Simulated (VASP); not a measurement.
# BP (P6_3/mmc) in VASP: further runs, part 2 of 2

VASP 6.6.1. The steps go on from the part before.

## (4) Single point, r2SCAN

File POSCAR:

```
BP
1.0
    3.0799086894      0.0000000000      0.0000000000
   -1.5399543447      2.6672791664      0.0000000000
    0.0000000000      0.0000000000      5.0145727567
B P
2 2
Direct
    0.0000000000      0.0000000000      0.0000000000
    0.0000000000      0.0000000000      0.5000000000
    0.3333333333      0.6666666667      0.2500000000
    0.6666666667      0.3333333333      0.7500000000
```

File INCAR.step1:

```
SYSTEM = BP
PREC = Accurate
ENCUT = 520
ISMEAR = -1
SIGMA = 0.02
LREAL = .False.
LASPH = .True.
NELM = 80
NBANDS = 16
GGA = PE
ALGO = Normal
EDIFF = 1E-4
LWAVE = .True.
LCHARG = .False.
```

File INCAR.step2:

```
SYSTEM = BP
PREC = Accurate
ENCUT = 520
EDIFF = 1E-6
ISMEAR = -1
SIGMA = 0.02
LREAL = .False.
LASPH = .True.
NELM = 80
ALGO = Normal
ISIF = 2
LWAVE = .False.
LCHARG = .True.
METAGGA = R2SCAN
LMIXTAU = .True.
LELF = .True.
LVHAR = .True.
NBANDS = 16
ISTART = 1
```

File KPOINTS:

```
Automatic mesh
0
Gamma
  12 12 4
  0 0 0
```

Potentials or basis: VASP PAW PBE potentials, release 64 (B, P).

Started as:

```sh
> cat potpaw_PBE.64/B/POTCAR potpaw_PBE.64/P/POTCAR > POTCAR
> cp INCAR.step1 INCAR
> mpirun -np 1 vasp_std > vasp.out
> cp INCAR.step2 INCAR
> mpirun -np 1 vasp_std > vasp.out
```

OUTCAR:

```text
SYSTEM = BP
   PREC = Accurate
   ENCUT = 520
   EDIFF = 1E-6
   ISMEAR = -1
   LREAL = .False.
   LASPH = .True.
   NELM = 80
   ISIF = 2
   METAGGA = R2SCAN
   ISTART = 1

 ion  position               nearest neighbor table
   1  0.000  0.000  0.000-   3 2.18   4 2.18   4 2.18   3 2.18   4 2.18   3 2.18
   2  0.000  0.000  0.500-   3 2.18   4 2.18   4 2.18   3 2.18   4 2.18   3 2.18
   3  0.333  0.667  0.250-   1 2.18   2 2.18   1 2.18   2 2.18   1 2.18   2 2.18
   4  0.667  0.333  0.750-   1 2.18   2 2.18   1 2.18   2 2.18   1 2.18   2 2.18

  LATTYP: Found a hexagonal cell.
 ALAT       =     3.0799086894
 C/A-ratio  =     1.6281563067

  Lattice vectors:

 A1 = (   3.0799086894,   0.0000000000,   0.0000000000)
 A2 = (  -1.5399543447,   2.6672791664,   0.0000000000)
 A3 = (   0.0000000000,   0.0000000000,   5.0145727567)

Analysis of symmetry for initial positions (statically):
=====================================================================
 Subroutine PRICEL returns:
 Original cell was already a primitive cell.

 Routine SETGRP: Setting up the symmetry group for a
 hexagonal supercell.

 Subroutine GETGRP returns: Found 24 space group operations
 (whereof 12 operations were pure point group operations)
 out of a pool of 24 trial point group operations.

The static configuration has the point symmetry D_3d.
 The point group associated with its full space group is D_6h.

Analysis of symmetry for dynamics (positions and initial velocities):
=====================================================================
 Subroutine PRICEL returns:
 Original cell was already a primitive cell.

 Routine SETGRP: Setting up the symmetry group for a
 hexagonal supercell.

 Subroutine GETGRP returns: Found 24 space group operations
 (whereof 12 operations were pure point group operations)
[... 119 lines left out ...]
   NUPDOWN=      -1.0000    fix difference up-down
   EMIN   =  10.00;   EMAX   =-10.00  energy-range for DOS
   EFERMI =   0.00;   METHOD = LEGACY
   ISMEAR =    -1;   SIGMA  =   0.02  broadening in eV -4-tet -1-fermi 0-gaus
   EFERMI_NEDOS =   21; number of points for ismear=-14 and -15
   IALGO  =     38    algorithm
   IMIX   =      4    mixing-type and parameters
     AMIX     =   0.40;   BMIX     =  1.00
     AMIX_MAG =   1.60;   BMIX_MAG =  1.00
  volume/ion in A,a.u.               =      10.30        69.50
  Fermi-wavevector in a.u.,A,eV,Ry     =   1.194450  2.257184 19.411588  1.426711
  Thomas-Fermi vector in A             =   2.330440
   LORBIT       =      0    0 simple, 1 ext, 2 COOP (PROOUT), +10 PAW based schemes
   METAGGA = R2SCAN    functional components
   LHFCALC =     F    Hartree Fock is set to
   AEXX    =    0.0000 exact exchange contribution
   IVDW    =     0    specifies the selected vdW correction
   LEPSILON=     F    determine dielectric tensor
   LRPA    =     F    only Hartree local field effects (RPA)
 non-spin polarized calculation
  energy-cutoff  :      520.00
  volume of cell :       41.19
 maximum number of plane-waves:      1126
 NGX is ok and might be reduce to    24
   NGX = 11   NGY = 11   NGZ = 19

 number of electron      15.9999997 magnetization

 Free energy of the ion-electron system (eV)
  ---------------------------------------------------
  ext. energy  EPLUGINS =         0.00000000
  ---------------------------------------------------
  free energy    TOTEN  =       -29.19560836 eV

  energy without entropy =      -29.19439835  energy(sigma->0) =      -29.19500335

 E-fermi :   9.6628     XC(G=0): -12.5492

 val. band max:        9.6594624979   @ k =   0.1667   0.0000   0.2500
 cond. band min:       9.6928487501   @ k =   0.3333   0.0833   0.0000
 fundamental gap:      0.0333862522
 Fermi energy:         9.6628157630

 k-point     1 :       0.0000    0.0000    0.0000
  band No.  band energies     occupation
      1      -8.2201      2.00000
      2      -3.6004      2.00000
      3      -1.5890      2.00000
      4       8.2061      2.00000
      5       8.2061      2.00000
      6      10.1698      0.00000
[... 433 lines left out ...]
      3       0.8527      2.00000
      4       2.7457      2.00000
      5       3.5256      2.00000
      6       5.7627      2.00000
[... 8 lines left out ...]
     15      18.6324      0.00000
     16      21.3533      0.00000

 [... further k-points ...]
[... 5 lines left out ...]
  --------------------------------------------------------------------------------------
  -------------------------------------------------------------------------------------
  Total       -0.0952241     -0.0952241     -0.1476968     -0.0000000      0.0000000      0.0000000
  in kB       -3.7035410     -3.7035410     -5.7443588     -0.0000000      0.0000000      0.0000000
  external PRESSURE =      -4.3838136 kB  Pullay stress =       0.0000000 kB

 VOLUME and BASIS-vectors are now :
 -----------------------------------------------------------------------------
  energy-cutoff  :      520.00
  volume of cell :       41.19
      direct lattice vectors                 reciprocal lattice vectors
     3.079908689  0.000000000  0.000000000     0.324684950  0.187456944  0.000000000
    -1.539954345  2.667279166  0.000000000     0.000000000  0.374913887  0.000000000
     0.000000000  0.000000000  5.014572757     0.000000000  0.000000000  0.199418784

 POSITION                                       TOTAL-FORCE (eV/Angst)
 -----------------------------------------------------------------------------------
      0.00000      0.00000      0.00000        -0.000000      0.000000     -0.000000
      0.00000      0.00000      2.50729        -0.000000      0.000000     -0.000000
     -0.00000      1.77819      1.25364        -0.000000     -0.000000      0.000000
      1.53995      0.88909      3.76093         0.000000      0.000000      0.000000
 -----------------------------------------------------------------------------------
    total drift:                               -0.000000      0.000000      0.000000

  FREE ENERGIE OF THE ION-ELECTRON SYSTEM (eV)
  ---------------------------------------------------
  free  energy   TOTEN  =       -29.1956083566 eV

  energy  without entropy=      -29.1943983466  energy(sigma->0) =      -29.19500335
```

OSZICAR.step1:

```text
N       E                     dE             d eps       ncg     rms          rms(c)
DAV:   1     0.305368858577E+02    0.30537E+02   -0.71567E+03  1824   0.912E+02
DAV:   2    -0.197323720856E+02   -0.50269E+02   -0.45882E+02  2496   0.151E+02
DAV:   3    -0.214825400553E+02   -0.17502E+01   -0.17355E+01  2512   0.256E+01
DAV:   4    -0.214937007359E+02   -0.11161E-01   -0.11131E-01  2224   0.235E+00
DAV:   5    -0.214937982819E+02   -0.97546E-04   -0.97540E-04  2560   0.201E-01    0.854E+00
DAV:   6    -0.211195627158E+02    0.37424E+00   -0.44285E-01  2344   0.413E+00    0.484E+00
DAV:   7    -0.211035339043E+02    0.16029E-01   -0.91310E-02  2560   0.177E+00    0.142E+00
DAV:   8    -0.211003044093E+02    0.32295E-02   -0.70800E-03  2128   0.528E-01    0.256E-01
DAV:   9    -0.211003339912E+02   -0.29582E-04   -0.56019E-04  2392   0.165E-01
   1 F= -.21100334E+02 E0= -.21099562E+02  d E =-.154313E-02
```

Wall time 82 s (1 thread of AMD EPYC 9R45 (Zen 5), shared host); peak memory 0.15 GiB.

Results:

```
Free energy            : -29.1956 eV
Pressure               : -0.4 GPa
Band gap on the k mesh : zero (band 8 reaches 11.21 eV, above the bottom of band 9 at 4.94 eV)
```

Caveat: the PAW data sets were made with another functional, which shifts forces and pressure a little.

## (5) Single point, r2SCAN

POSCAR is that of step 4.

File INCAR.step1:

```
ALGO = Normal
EDIFF = 1E-4
ENCUT = 520
GGA = PE
ISMEAR = -1
LASPH = T
LCHARG = F
LREAL = F
LWAVE = T
NBANDS = 16
NELM = 60
PREC = Accurate
SIGMA = 0.02
```

File INCAR.step2:

```
ALGO = Normal
EDIFF = 1E-7
ENCUT = 520
ISIF = 2
ISMEAR = -1
ISTART = 1
LASPH = T
LCHARG = F
LMIXTAU = T
LREAL = F
LWAVE = F
METAGGA = R2SCAN
NBANDS = 16
NELM = 60
PREC = Accurate
SIGMA = 0.02
```

File KPOINTS:

```
k-points
0
Gamma
  12 12 6
```

Started as:

```sh
> cat potpaw_PBE.64/B/POTCAR potpaw_PBE.64/P/POTCAR > POTCAR
> cp INCAR.step1 INCAR
> mpirun -np 1 vasp_std > vasp.out
> cp INCAR.step2 INCAR
> mpirun -np 1 vasp_std > vasp.out
```

Wall time 1.7 min (1 thread of AMD EPYC 9R45 (Zen 5), shared host); peak memory 0.15 GiB.

The run converged. Its results:

- Free energy: -29.1716 eV
- Pressure: 0.1 GPa
- Band gap on the k mesh: zero (band 8 reaches 11.20 eV, above the bottom of band 9 at 4.94 eV)

Stress tensor (GPa, compression positive):
```
-0.12  0.00  0.00
 0.00 -0.12  0.00
 0.00  0.00  0.55
```

Levels at points of the mesh, in eV from the Fermi level:
| k point | band 4 | band 5 | band 6 | band 7 | band 8 | band 9 | band 10 | band 11 | band 12 | band 13 |
| --- | --- | --- | --- | --- | --- | --- | --- | --- | --- | --- |
| (0.00, 0.00, 0.00) | -1.50 | -1.50 | 0.47 | 0.87 | 0.87 | 2.98 | 2.98 | 4.71 | 4.74 | 6.10 |
| (0.50, 0.00, 0.00) | -7.77 | -7.13 | -6.37 | -4.79 | 0.55 | 0.85 | 1.01 | 2.86 | 4.19 | 4.69 |
| (0.00, 0.00, 0.50) | -5.60 | -0.43 | -0.43 | -0.43 | -0.43 | 3.68 | 3.68 | 3.68 | 3.68 | 4.85 |
| (0.50, 0.00, 0.50) | -10.69 | -3.40 | -3.40 | -2.29 | -2.29 | -0.38 | -0.38 | 3.10 | 3.10 | 7.01 |

Caveat: the PAW data sets were made with another functional, which shifts forces and pressure a little.

## (6) Relaxation of cell and atoms, PBE

This run uses another cell than the first one, of 8.27 Å³/atom, 0.803 times its volume.

File INCAR:

```
PREC = Accurate
ENCUT = 600
EDIFF = 1E-6
ISMEAR = -1
SIGMA = 0.02
LREAL = False
LASPH = True
NELM = 100
ALGO = Normal
ISIF = 3
LWAVE = False
LCHARG = False
GGA = PE
IBRION = 2
NSW = 80
EDIFFG = -0.005
```

File KPOINTS:

```
regular mesh
0
Gamma
  12 12 6
```

File POSCAR:

```
BP
1.0
    2.8612495500      0.0000000000      0.0000000000
   -1.4306247750      2.4779147969      0.0000000000
    0.0000000000      0.0000000000      4.6638367665
B P
2 2
Direct
    0.0000000000      0.0000000000      0.0000000000
    0.0000000000      0.0000000000      0.5000000000
    0.3333333333      0.6666666667      0.2500000000
    0.6666666667      0.3333333333      0.7500000000
```

Potentials or basis: VASP PAW PBE potentials, release 64 (B, P).

Started as:

```sh
> cat potpaw_PBE.64/B/POTCAR potpaw_PBE.64/P/POTCAR > POTCAR
> mpirun -np 1 vasp_std > vasp.out
```

Wall time 71 s (1 thread of AMD EPYC 9R45 (Zen 5), shared host); peak memory 0.14 GiB.

Results (log left out):

* Free energy: -21.0839 eV
* Relaxed volume: 10.32 Å³/atom
* Relaxed cell: a = 3.064 Å, b = 3.064 Å, c = 5.075 Å, α = 90.00°, β = 90.00°, γ = 120.00°
* Space group after relaxing (to 0.05 Å): P6_3/mmc (No. 194)
* Energy gained by relaxing: 286.8 meV/atom
* Ionic steps: 8
* Pressure after relaxing: 0.0 GPa
* Band gap on the k mesh: zero (band 8 reaches 11.04 eV, above the bottom of band 9 at 5.23 eV)

The path:
```
step  energy change (eV)  largest force (eV/Å)  pressure (GPa)  volume (Å³)
   1              0.0000                0.0000           53.55        33.07
   2             -0.7237                0.0000          -17.30        48.13
   3             -1.1454                0.0000           -0.03        41.33
   4             -1.1451                0.0000           -0.71        41.51
   5             -1.1469                0.0000            0.16        41.25
   6             -1.1470                0.0000            0.30        41.21
   7             -1.1471                0.0000           -0.05        41.29
   8             -1.1471                0.0000            0.04        41.27
```

Final structure:
```cif
data_structure
_symmetry_space_group_name_H-M 'P 1'
_symmetry_Int_Tables_number 1
_cell_length_a 3.0644
_cell_length_b 3.0644
_cell_length_c 5.0751
_cell_angle_alpha 90.000
_cell_angle_beta 90.000
_cell_angle_gamma 120.000
_cell_volume 41.27
loop_
_atom_site_label
_atom_site_type_symbol
_atom_site_fract_x
_atom_site_fract_y
_atom_site_fract_z
_atom_site_occupancy
B1 B 0.00000 0.00000 0.00000 1
B2 B 0.00000 0.00000 0.50000 1
P1 P 0.33333 0.66667 0.25000 1
P2 P 0.66667 0.33333 0.75000 1
```

Levels at points of the mesh, in eV from the Fermi level:
| k point | band 4 | band 5 | band 6 | band 7 | band 8 | band 9 | band 10 | band 11 | band 12 |
| --- | --- | --- | --- | --- | --- | --- | --- | --- | --- |
| (0.00, 0.00, 0.00) | -1.14 | -1.14 | 0.17 | 1.10 | 1.10 | 2.89 | 2.89 | 4.50 | 4.60 |
| (0.50, 0.00, 0.00) | -7.38 | -6.70 | -5.90 | -4.27 | 0.61 | 0.94 | 0.97 | 2.78 | 3.82 |
| (0.00, 0.00, 0.50) | -5.45 | -0.16 | -0.16 | -0.16 | -0.16 | 3.65 | 3.65 | 3.65 | 3.65 |
| (0.50, 0.00, 0.50) | -9.99 | -2.99 | -2.99 | -2.18 | -2.18 | -0.48 | -0.48 | 2.82 | 2.82 |

Caveat: the volume moved by over 15 % at a fixed basis, so the end points are rough.

## (7) Overview

```tsv
task	level	cell	k mesh	cutoff (eV)	gap on the mesh (eV)	pressure (GPa)
single point	PBE	a = 3.080, b = 3.080, c = 5.015 Å, angles 90.0, 90.0, 120.0°, 4 atoms	12 × 12 × 6	520	none	0.6
single point	PBE	a = 3.066, b = 3.066, c = 5.078 Å, angles 90.0, 90.0, 120.0°, 4 atoms	12 × 12 × 6	520	none	-0.2
single point	r2SCAN	a = 3.080, b = 3.080, c = 5.015 Å, angles 90.0, 90.0, 120.0°, 4 atoms	12 × 12 × 4	520	none	-0.4
single point	r2SCAN	a = 3.080, b = 3.080, c = 5.015 Å, angles 90.0, 90.0, 120.0°, 4 atoms	12 × 12 × 6	520	none	0.1
relaxation of cell and atoms	PBE	relaxed from a = 2.861, b = 2.861, c = 4.664 Å, angles 90.0, 90.0, 120.0°, 4 atoms	12 × 12 × 6	600	none	0.0
```

Alike in all rows: potentials or basis VASP PAW PBE potentials, release 64 (B, P); no spin polarisation; smearing fermi-dirac 0.02 eV.

Every run on the cell as given and a fine mesh finds a metal. The pressure there spans -0.4 GPa (r2SCAN) to 0.6 GPa (PBE); a positive pressure means that this level wants a larger cell, a negative one a smaller.

Caveats: the PAW data sets were made with another functional, which shifts forces and pressure a little (some runs); the volume moved by over 15 % at a fixed basis, so the end points are rough (some runs).

Total energies depend on the potentials used, so only differences within one code and one set of settings carry meaning.
